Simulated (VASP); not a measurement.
# In3GaAs4 (I-42m) in VASP: further runs

Runs on In3GaAs4. Level: PBE. Tasks: single point, relaxation of cell and atoms.

Program: VASP 6.6.1. These are calculated values, not measurements. Logs are shortened: lines on timing, memory, paths and dates and some standing lists are left out, and cuts for length are marked.

### Step 1. The cell of the first run

Symmetry: I-42m, No. 121, tetragonal system. The conventional cell has a = 6.077 Å, b = 6.077 Å, c = 12.138 Å, α = 90.00°, β = 90.00°, γ = 90.00°. In (site symmetry -42m) has 4 As at 2.69 Å within 3.5 Å. In (site symmetry -4) has 4 As at 2.67 Å within 3.5 Å. Ga (site symmetry -42m) has 4 As at 2.51 Å within 3.3 Å. As (site symmetry m) has 1 Ga at 2.51 Å and 3 In at 2.67 to 2.69 Å within 3.3 Å.

### Step 2. Single point, PBE

Input file INCAR:

```
SYSTEM = In3GaAs4
ALGO = Normal
EDIFF = 1E-6
ENCUT = 520
GGA = PE
ISIF = 2
ISMEAR = 0
LASPH = .TRUE.
LCHARG = .FALSE.
LREAL = .FALSE.
LWAVE = .FALSE.
NBANDS = 46
NELM = 100
PREC = Accurate
SIGMA = 0.2
```

Input file KPOINTS:

```
k-points
0
G
  4 4 4
  0 0 0
```

Input file POSCAR:

```
In3GaAs4
1.0
    6.0771210260      0.0000000000      0.0000000000
    0.0000000000      6.0771210260      0.0000000000
   -3.0385605130     -3.0385605130      6.0689859389
In Ga As
3 1 4
Direct
    0.5000000000      0.5000000000      0.0000000000
    0.7500000000      0.2500000000      0.5000000000
    0.2500000000      0.7500000000      0.5000000000
    0.0000000000      0.0000000000      0.0000000000
    0.1174231548      0.1174231548      0.7598904527
    0.6424672979      0.6424672979      0.7598904527
    0.8825768452      0.3575327021      0.2401095473
    0.3575327021      0.8825768452      0.2401095473
```

Potentials or basis: VASP PAW PBE potentials, release 64 (In_d, Ga_d, As).

Started as:

```
cat potpaw_PBE.64/In_d/POTCAR potpaw_PBE.64/Ga_d/POTCAR potpaw_PBE.64/As/POTCAR > POTCAR
mpirun -np 1 vasp_std > vasp.out
```

OUTCAR:

```text
SYSTEM = In3GaAs4
   EDIFF = 1E-6
   ENCUT = 520
   GGA = PE
   ISIF = 2
   ISMEAR = 0
   LASPH = .TRUE.
   LREAL = .FALSE.
   NELM = 100
   PREC = Accurate

 ion  position               nearest neighbor table
   1  0.500  0.500  0.000-   5 2.69   6 2.69   7 2.69   8 2.69
   2  0.750  0.250  0.500-   5 2.67   6 2.67   7 2.67   8 2.67
   3  0.250  0.750  0.500-   5 2.67   6 2.67   7 2.67   8 2.67
   4  0.000  0.000  0.000-   5 2.51   6 2.51   7 2.51   8 2.51
   5  0.117  0.117  0.760-   4 2.51   3 2.67   2 2.67   1 2.69
   6  0.642  0.642  0.760-   4 2.51   3 2.67   2 2.67   1 2.69
   7  0.883  0.358  0.240-   4 2.51   3 2.67   2 2.67   1 2.69
   8  0.358  0.883  0.240-   4 2.51   3 2.67   2 2.67   1 2.69

  LATTYP: Found a body centered tetragonal cell.
 ALAT       =     6.0771210260
 C/A-ratio  =     1.9973227168

  Lattice vectors:

 A1 = (   3.0385605130,  -3.0385605130,  -6.0689859389)
 A2 = (  -3.0385605130,   3.0385605130,  -6.0689859389)
 A3 = (   3.0385605130,   3.0385605130,   6.0689859389)

Analysis of symmetry for initial positions (statically):
=====================================================================
 Subroutine PRICEL returns:
 Original cell was already a primitive cell.

 Routine SETGRP: Setting up the symmetry group for a
 body centered tetragonal supercell.

 Subroutine GETGRP returns: Found  8 space group operations
 (whereof  8 operations were pure point group operations)
 out of a pool of 16 trial point group operations.

The static configuration has the point symmetry D_2d.

Analysis of symmetry for dynamics (positions and initial velocities):
=====================================================================
 Subroutine PRICEL returns:
 Original cell was already a primitive cell.

 Routine SETGRP: Setting up the symmetry group for a
 body centered tetragonal supercell.

 Subroutine GETGRP returns: Found  8 space group operations
 (whereof  8 operations were pure point group operations)
 out of a pool of 16 trial point group operations.

The dynamic configuration has the point symmetry D_2d.

 Subroutine INISYM returns: Found  8 space group operations
 (whereof  8 operations are pure point group operations),
 and found     1 'primitive' translations

----------------------------------------------------------------------------------------

                                     Primitive cell

  volume of cell :     224.1361

  direct lattice vectors                    reciprocal lattice vectors
     6.077121026  0.000000000  0.000000000     0.164551602  0.000000000  0.082386086
     0.000000000  6.077121026  0.000000000     0.000000000  0.164551602  0.082386086
    -3.038560513 -3.038560513  6.068985939     0.000000000  0.000000000  0.164772173

  length of vectors
     6.077121026  6.077121026  7.436282022     0.184023631  0.184023631  0.164772173

  position of ions in fractional coordinates (direct lattice)
     0.500000000  0.500000000  0.000000000
     0.750000000  0.250000000  0.500000000
     0.250000000  0.750000000  0.500000000
     0.000000000  0.000000000  0.000000000
     0.117423155  0.117423155  0.759890453
     0.642467298  0.642467298  0.759890453
     0.882576845  0.357532702  0.240109547
     0.357532702  0.882576845  0.240109547

  ion indices of the primitive-cell ions
   primitive index   ion index
                 1           1
                 2           2
                 3           3
                 4           4
                 5           5
                 6           6
                 7           7
                 8           8

----------------------------------------------------------------------------------------

 KPOINTS: k-points

Automatic generation of k-mesh.
 Grid dimensions read from file:
 generate k-points for:    4    4    4

 Generating k-lattice:

  Cartesian coordinates                     Fractional coordinates (reciprocal lattice)
     0.041137900  0.000000000  0.020596522     0.250000000  0.000000000 -0.000000000
     0.000000000  0.041137900  0.020596522     0.000000000  0.250000000 -0.000000000
     0.000000000  0.000000000  0.041193043     0.000000000  0.000000000  0.250000000

  Length of vectors
     0.046005908  0.046005908  0.041193043

  Shift w.r.t. Gamma in fractional coordinates (k-lattice)
     0.000000000  0.000000000  0.000000000

 Subroutine IBZKPT returns following result:
 ===========================================

 Found     13 irreducible k-points:

 Following reciprocal coordinates:
            Coordinates               Weight
  0.000000  0.000000  0.000000      1.000000
  0.250000  0.000000  0.000000      8.000000
  0.500000  0.000000  0.000000      4.000000
  0.250000  0.250000  0.000000      8.000000
  0.500000  0.250000  0.000000     16.000000
 -0.250000  0.250000  0.000000      4.000000
  0.500000  0.500000  0.000000      2.000000
  0.000000  0.000000  0.250000      2.000000
  0.250000  0.000000  0.250000      8.000000
  0.500000  0.000000  0.250000      4.000000
  0.250000  0.250000  0.250000      4.000000
  0.500000  0.500000  0.250000      2.000000
  0.000000  0.000000  0.500000      1.000000
   k-points           NKPTS =     13   k-points in BZ     NKDIM =     13   number of bands    NBANDS=     46
   number of dos      NEDOS =    301   number of ions     NIONS =      8
   total plane-waves  NPLWV = 129024
   dimension x,y,z NGX =    48 NGY =   48 NGZ =   56
   dimension x,y,z NGXF=    96 NGYF=   96 NGZF=  112
   ions per type =               3   1   4
   NGX,Y,Z   is equivalent  to a cutoff of  13.13, 13.13, 12.52 a.u.
   NGXF,Y,Z  is equivalent  to a cutoff of  26.26, 26.26, 25.04 a.u.
 SYSTEM =  In3GaAs4
   PREC   = accura    normal or accurate (medium, high low for compatibility)
   ISTART =      0    job   : 0-new  1-cont  2-samecut
   ICHARG =      2    charge: 1-file 2-atom 10-const
   ISPIN  =      1    spin polarized calculation?
   LNONCOLLINEAR =      F non collinear calculations
   LSORBIT =      F    spin-orbit coupling
   LASPH  =      T    aspherical Exc in radial PAW
   ENCUT  =  520.0 eV  38.22 Ry    6.18 a.u.  11.30 11.30 13.83*2*pi/ulx,y,z
   NELM   =    100;   NELMIN=  2; NELMDL= -5     # of ELM steps
   EDIFF  = 0.1E-05   stopping-criterion for ELM
   LREAL  =      F    real-space projection
   EDIFFG = 0.1E-04   stopping-criterion for IOM
   NSW    =      0    number of steps for IOM
   IBRION =     -1    ionic relax: 0-MD 1-quasi-New 2-CG
   NFREE  =      0    steps in history (QN), initial steepest desc. (CG)
   ISIF   =      2    stress and relaxation
   ISYM   =      2    0-nonsym 1-usesym 2-fastsym
   POTIM  = 0.5000    time-step for ionic-motion
   TEBEG  =    0.0;   TEEND  =   0.0 temperature during run
   PSTRESS=    0.0 pullay stress
   NELECT =      72.0000    total number of electrons
   NUPDOWN=      -1.0000    fix difference up-down
   EMIN   =  10.00;   EMAX   =-10.00  energy-range for DOS
   EFERMI =   0.00;   METHOD = LEGACY
   ISMEAR =     0;   SIGMA  =   0.20  broadening in eV -4-tet -1-fermi 0-gaus
   EFERMI_NEDOS =   21; number of points for ismear=-14 and -15
   IALGO  =     38    algorithm
   IMIX   =      4    mixing-type and parameters
     AMIX     =   0.40;   BMIX     =  1.00
     AMIX_MAG =   1.60;   BMIX_MAG =  1.00
  volume/ion in A,a.u.               =      28.02       189.07
  Fermi-wavevector in a.u.,A,eV,Ry     =   1.121196  2.118754 17.103630  1.257081
  Thomas-Fermi vector in A             =   2.257848
   LORBIT       =      0    0 simple, 1 ext, 2 COOP (PROOUT), +10 PAW based schemes
   GGA     = PE    functional components
   LHFCALC =     F    Hartree Fock is set to
   AEXX    =    0.0000 exact exchange contribution
   IVDW    =     0    specifies the selected vdW correction
   LEPSILON=     F    determine dielectric tensor
   LRPA    =     F    only Hartree local field effects (RPA)
 non-spin polarized calculation
 Gauss-broadening in eV      SIGMA  =   0.20
  energy-cutoff  :      520.00
  volume of cell :      224.14
 maximum number of plane-waves:      6063
 NGX is ok and might be reduce to    48
   NGX = 23   NGY = 23   NGZ = 27

 number of electron      72.0000013 magnetization

 Free energy of the ion-electron system (eV)
  ---------------------------------------------------
  ext. energy  EPLUGINS =         0.00000000
  ---------------------------------------------------
  free energy    TOTEN  =       -31.36147222 eV

  energy without entropy =      -31.35571566  energy(sigma->0) =      -31.35859394

 E-fermi :   3.8705     XC(G=0):  -8.9436

 val. band max:        3.8050083521   @ k =   0.0000   0.0000   0.0000
 cond. band min:       4.5063131057   @ k =   0.5000   0.5000   0.0000
 fundamental gap:      0.7013047536
 Fermi energy:         3.8705418962

 k-point     1 :       0.0000    0.0000    0.0000
  band No.  band energies     occupation
      1     -10.8954      2.00000
      2     -10.8946      2.00000
      3     -10.8946      2.00000
      4     -10.8237      2.00000
      5     -10.8224      2.00000
      6     -10.5787      2.00000
[... 38 lines left out ...]
     45       8.2022      0.00000
     46       8.2022      0.00000

 k-point     2 :       0.2500    0.0000    0.0000
  band No.  band energies     occupation
      1     -10.8947      2.00000
      2     -10.8939      2.00000
      3     -10.8928      2.00000
      4     -10.8236      2.00000
      5     -10.8223      2.00000
      6     -10.5784      2.00000
[... 38 lines left out ...]
     45       8.5128      0.00000
     46       8.7053      0.00000

 k-point     3 :       0.5000    0.0000    0.0000
  band No.  band energies     occupation
      1     -10.8943      2.00000
      2     -10.8931      2.00000
      3     -10.8909      2.00000
      4     -10.8235      2.00000
      5     -10.8221      2.00000
      6     -10.5832      2.00000
[... 479 lines left out ...]
     45       8.7178      0.00000
     46       8.7313      0.00000

 k-point    13 :       0.0000    0.0000    0.5000
  band No.  band energies     occupation
      1     -10.8968      2.00000
      2     -10.8968      2.00000
      3     -10.8917      2.00000
      4     -10.8238      2.00000
      5     -10.8226      2.00000
      6     -10.5829      2.00000
[... 38 lines left out ...]
     45       9.8240      0.00000
     46       9.8304      0.00000

------------------------ aborting loop because EDIFF is reached ----------------------------------------

  FORCE on cell =-STRESS in cart. coord.  units (eV):
  Direction    XX          YY          ZZ          XY          YZ          ZX
  --------------------------------------------------------------------------------------
  -------------------------------------------------------------------------------------
  Total        0.1630660      0.1630660      0.1699443      0.0000000      0.0000000      0.0000000
  in kB        1.1656337      1.1656337      1.2148013      0.0000000      0.0000000      0.0000000
  external PRESSURE =       1.1820229 kB  Pullay stress =       0.0000000 kB

 VOLUME and BASIS-vectors are now :
 -----------------------------------------------------------------------------
  energy-cutoff  :      520.00
  volume of cell :      224.14
      direct lattice vectors                 reciprocal lattice vectors
     6.077121026  0.000000000  0.000000000     0.164551602  0.000000000  0.082386086
     0.000000000  6.077121026  0.000000000     0.000000000  0.164551602  0.082386086
    -3.038560513 -3.038560513  6.068985939     0.000000000  0.000000000  0.164772173

 POSITION                                       TOTAL-FORCE (eV/Angst)
 -----------------------------------------------------------------------------------
      3.03856      3.03856      0.00000        -0.000000      0.000000      0.000000
      3.03856      0.00000      3.03449        -0.000000      0.000000      0.000000
      0.00000      3.03856      3.03449        -0.000000      0.000000      0.000000
      0.00000      0.00000      0.00000        -0.000000      0.000000      0.000000
     -1.59538     -1.59538      4.61176         0.002687      0.002687     -0.003456
      1.59538      1.59538      4.61176        -0.002687     -0.002687     -0.003456
      4.63394      1.44318      1.45722        -0.002687      0.002687      0.003456
      1.44318      4.63394      1.45722         0.002687     -0.002687      0.003456
 -----------------------------------------------------------------------------------
    total drift:                                0.000006      0.000006     -0.000001

  FREE ENERGIE OF THE ION-ELECTRON SYSTEM (eV)
  ---------------------------------------------------
  free  energy   TOTEN  =       -31.3614722158 eV

  energy  without entropy=      -31.3557156625  energy(sigma->0) =      -31.35859394
```

Run time: 4.6 min. Hardware: 1 thread of Intel Xeon 8259CL, shared host; peak memory 0.41 GiB.

Results:

```yaml
Free_energy: -31.3615 eV
Pressure: 0.1 GPa
Largest_force: 0.005 eV/Å
Band_gap_on_the_k_mesh: zero (filled and empty bands touch)
```

Forces in eV/Å, atoms in the order of the input:
```
In   0.000  0.000  0.000
In   0.000  0.000  0.000
In   0.000  0.000  0.000
Ga   0.000  0.000  0.000
As   0.003  0.003 -0.003
As  -0.003 -0.003 -0.003
As  -0.003  0.003  0.003
As   0.003 -0.003  0.003
```

Caveat: semilocal functionals underestimate gaps, and a narrow one can read as zero; spin-orbit coupling is left out, which moves the levels of the heavy elements.

### Step 3. Single point, PBE

This run uses another cell than the first one, of 28.13 Å³/atom.

Input file INCAR:

```
ALGO = Normal ; EDIFF = 1E-7
ENCUT = 520 ; GGA = PE
ISIF = 2 ; ISMEAR = 0
LASPH = True ; LCHARG = False
LREAL = False ; LWAVE = False
NBANDS = 46 ; NELM = 60
PREC = Accurate ; SIGMA = 0.2
```

Input file KPOINTS:

```
k-points
0
Gamma
  4 4 4
```

Input file POSCAR:

```
In3GaAs4
1.0
   -3.0423088451      3.0423088451      6.0793879012
    3.0423088451     -3.0423088451      6.0793879012
    3.0423088451      3.0423088451     -6.0793879012
In Ga As
3 1 4
Direct
    0.5000000000      0.5000000000      0.0000000000
    0.2500000000      0.7500000000      0.5000000000
    0.7500000000      0.2500000000      0.5000000000
    0.0000000000      0.0000000000      0.0000000000
    0.1170110866      0.1170110866      0.4743244302
    0.6426866564      0.6426866564      0.5256755698
    0.3573133436      0.8829889134      0.0000000000
    0.8829889134      0.3573133436      0.0000000000
```

Potentials or basis: VASP PAW PBE potentials, release 64 (In_d, Ga_d, As).

Started as:

```
cat potpaw_PBE.64/In_d/POTCAR potpaw_PBE.64/Ga_d/POTCAR potpaw_PBE.64/As/POTCAR > POTCAR
mpirun -np 1 vasp_std > vasp.out
```

Wall time 7.1 min (1 thread of Intel Xeon 8259CL, shared host); peak memory 0.5 GiB.

The run converged. Its results:

- Free energy: -31.3615 eV
- Pressure: -0.1 GPa
- Largest force: 0.027 eV/Å
- Band gap on the k mesh: zero (filled and empty bands touch)

Forces in eV/Å, atoms in the order of the input:
```
In   0.000  0.000  0.000
In   0.000  0.000  0.000
In   0.000  0.000  0.000
Ga   0.000  0.000  0.000
As   0.019  0.019  0.005
As  -0.019 -0.019  0.005
As  -0.019  0.019 -0.005
As   0.019 -0.019 -0.005
```

Levels at points of the mesh, in eV from the Fermi level:
| k point | band 33 | band 34 | band 35 | band 36 | band 37 | band 38 | band 39 | band 40 |
| --- | --- | --- | --- | --- | --- | --- | --- | --- |
| (0.00, 0.00, 0.00) | -2.20 | -0.51 | -0.09 | -0.07 | -0.07 | 1.56 | 1.85 | 3.71 |
| (0.50, 0.00, 0.00) | -1.85 | -1.81 | -1.13 | -1.04 | 2.38 | 2.70 | 2.85 | 3.13 |
| (0.50, 0.50, 0.00) | -1.01 | -0.95 | -0.91 | -0.83 | 0.63 | 0.84 | 2.14 | 2.62 |
| (0.50, 0.50, 0.50) | -1.50 | -1.50 | -1.28 | -1.28 | 1.59 | 1.59 | 1.81 | 1.89 |

Caveat: semilocal functionals underestimate gaps, and a narrow one can read as zero; spin-orbit coupling is left out, which moves the levels of the heavy elements.

[end of part 1 of 2]

The gap in the log of VASP goes by the Fermi energy; the results here count the filled bands.